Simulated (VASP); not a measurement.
Here is a VASP 6.6.1 calculation.

File INCAR:

```
PREC = Accurate
ENCUT = 600
EDIFF = 1E-7
ISMEAR = -1
SIGMA = 0.02
LREAL = F
LASPH = T
NELM = 100
ALGO = Normal
ISIF = 3
LWAVE = F
LCHARG = F
GGA = PE
IBRION = 2
NSW = 32
EDIFFG = -0.005
```

The input KPOINTS:

```
Automatic mesh
0
Gamma
  9 9 9
```

File POSCAR:

```
AgCl
1.0
    0.0000000000      2.8053350663      2.8053350663
    2.8053350663      0.0000000000      2.8053350663
    2.8053350663      2.8053350663      0.0000000000
Ag Cl
1 1
Direct
    0.0000000000      0.0000000000      0.0000000000
    0.5000000000      0.5000000000      0.5000000000
```

Potentials or basis: VASP PAW PBE potentials, release 64 (Ag, Cl).

The run is started by

```sh
$ cat potpaw_PBE.64/Ag/POTCAR potpaw_PBE.64/Cl/POTCAR > POTCAR
$ mpirun -np 1 vasp_std > vasp.out
```

(1) Predict the band gap on the k mesh.

(2) What does it give for the relaxed volume?

## Answers

(1) 0.96 eV, indirect (least direct gap 3.04 eV).

(2) 22.04 Å³/atom.
